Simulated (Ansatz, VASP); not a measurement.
## MgB2: VASP beside Ansatz

```
Mg B
1.0
     0.00811    2.83346    0.00482
    -1.41063   -1.41411    3.87778
     5.67905    0.01622    0.01907
Mg B
2 4
Direct
  0.97115 0.97997 0.49392
  0.01799 0.03081 0.98376
  0.72284 0.49682 0.13068
  0.79042 0.43612 0.61881
  0.24276 0.53610 0.38330
  0.25482 0.52017 0.88953
```

Change from the starting cell: tetragonal zirconia type (P4_2/nmc, No. 137); cell x2, atoms moved at random (sigma 0.1 Å) and cell strained at random (1.5 %), then relaxed without symmetry.

Alike in both runs: task relaxation of cell and atoms; functional PBE; k mesh 8 × 8 × 4; occupations gaussian, width 0.1 eV; no spin polarisation.

|  | VASP | Ansatz |
| --- | --- | --- |
| version | VASP 6.6.1 | Ansatz 0.2.0 |
| potentials or method | VASP PAW PBE potentials, release 64 (Mg, B), cutoff 600 eV | scalar-relativistic, plane waves, PAW |
| valence electrons in the cell | 16 | 32 |

```csv
,VASP,Ansatz,Ansatz less VASP
"gap on the k mesh at the Fermi level, each at its own relaxed structure (eV)",none,none,-
relaxed volume (Å³/atom),10.33,9.62,-0.713
relaxed cell length with the largest relative difference (Å),4.793,3.516,-1.2773
```

A gap of «none» marks a metal or a gap that the smearing closes. One of these differences is far larger than is usual between the two programs; its cause wasn't traced. VASP's potentials hold 16 valence electrons a cell and Ansatz's 32, so a difference there can come from the potentials and not from the codes.
